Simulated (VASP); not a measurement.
# Sc: single point with PBEsol

Crystal: Sc.

```xyz
2
Lattice="3.4408 0.0000 0.0000 -1.7204 2.9798 0.0000 0.0000 0.0000 5.0824" Properties=species:S:1:pos:R:3 pbc="T T T"
Sc    0.0000    1.9865    1.2706
Sc    1.7204    0.9933    3.8118
```

```json
{
  "Program": "VASP 6.6.1",
  "Task": "single point",
  "Functional": "PBEsol",
  "Potentials or basis": "VASP PAW PBE potentials, release 64 (Sc_sv)",
  "Cutoff": "520 eV",
  "k mesh": "15 × 15 × 10",
  "Occupations": "gaussian, width 0.15 eV",
  "Spin": "no spin polarisation",
  "Dipole correction": "no",
  "Further INCAR settings": "ALGO = Fast; EDIFF = 1e-07; NBANDS = 18"
}
```

```yaml
Pressure: -4.7 GPa
Band_gap_on_the_k_mesh: zero (bands 11 and 12 overlap by 1.61 eV)
```

Stress tensor (GPa, compression positive):
```
-5.90  0.00  0.00
 0.00 -5.90  0.00
 0.00  0.00 -2.34
```

Levels at points of the mesh, in eV from the Fermi level:
```tsv
k point	band 8	band 9	band 10	band 11	band 12	band 13	band 14	band 15
(0.00, 0.00, 0.00)	-27.83	-5.01	-1.47	0.91	1.47	1.47	1.96	1.96
(0.00, 0.00, 0.50)	-27.91	-3.41	-3.41	1.13	1.13	1.32	1.32	1.32
```

Run time: 5.5 min on 1 thread of Intel Xeon 8259CL, with other jobs on the host, peak memory 0.26 GiB.

Caveat: the cell stands under tension; the PAW data sets were made with another functional, which shifts forces and pressure a little.
